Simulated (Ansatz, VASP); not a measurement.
**PbO: VASP beside Ansatz**

File INCAR:

```
SYSTEM = PbO
  PREC = Accurate
  ENCUT = 520
  EDIFF = 1E-6
  ISMEAR = 0
  SIGMA = 0.05
  LREAL = .FALSE.
  LASPH = .TRUE.
  NELM = 60
  ALGO = Normal
  ISIF = 2
  LWAVE = .FALSE.
  LCHARG = .FALSE.
  GGA = PE
  NBANDS = 28
```

File KPOINTS:

```
regular mesh
0
G
  8 8 6
  0 0 0
```

POSCAR

```
PbO
1.0
    4.0737600000      0.0000000000      0.0000000000
    0.0000000000      4.0737600000      0.0000000000
    0.0000000000      0.0000000000      5.1475500000
Pb O
2 2
Direct
    0.0000000000      0.5000000000      0.2351000000
    0.5000000000      0.0000000000      0.7649000000
    0.0000000000      0.0000000000      0.0000000000
    0.5000000000      0.5000000000      0.0000000000
```

Input for Ansatz:

```yaml
crystal:
  lattice:
    - [4.07376, 0.0, 0.0]
    - [0.0, 4.07376, 0.0]
    - [0.0, 0.0, 5.14755]
  atoms:
    - { symbol: Pb, position: [0.0, 0.5, 0.2351] }
    - { symbol: Pb, position: [0.5, 0.0, 0.7649] }
    - { symbol: O, position: [0.0, 0.0, 0.0] }
    - { symbol: O, position: [0.5, 0.5, 0.0] }
basis:
  ecutwfc: 420
kpoints:
  mp_grid: { grid: [8, 8, 6] }
hamiltonian:
  xc: pbe
scf:
  occupations: { method: gaussian, width: 0.05 }
output:
  forces: true
  stress: true
  eigenvalues: true
  write_density: true
  write_potential: true
  elf: true
  volumetric_format: npy
```

Change from the starting cell: strain +0.025 along x and y, +0.025 along z, atoms carried along.

Alike in both runs: task single point; functional PBE; k mesh 8 × 8 × 6; occupations gaussian, width 0.05 eV; no spin polarisation.

```csv
,VASP,Ansatz
version,VASP 6.6.1,Ansatz 0.2.0
potentials or method,"VASP PAW PBE potentials, release 64 (Pb_d, O), cutoff 520 eV","scalar-relativistic, plane waves, PAW"
valence electrons in the cell,40,40
```

|  | VASP | Ansatz | Ansatz less VASP |
| --- | --- | --- | --- |
| gap on the k mesh at the Fermi level (eV) | 1.35 | 1.34 | -0.005 |
| least direct gap on the mesh (eV) | 2.10 | 2.10 | -0.001 |
| pressure (GPa) | -1.0 | -1.1 | -0.04 |
| rms of the force components (eV/Å) | 0.187 | 0.200 | +0.0133 |

Atom by atom the forces differ by 0.013 eV/Å (rms over components).

Neither program's run includes spin-orbit coupling.
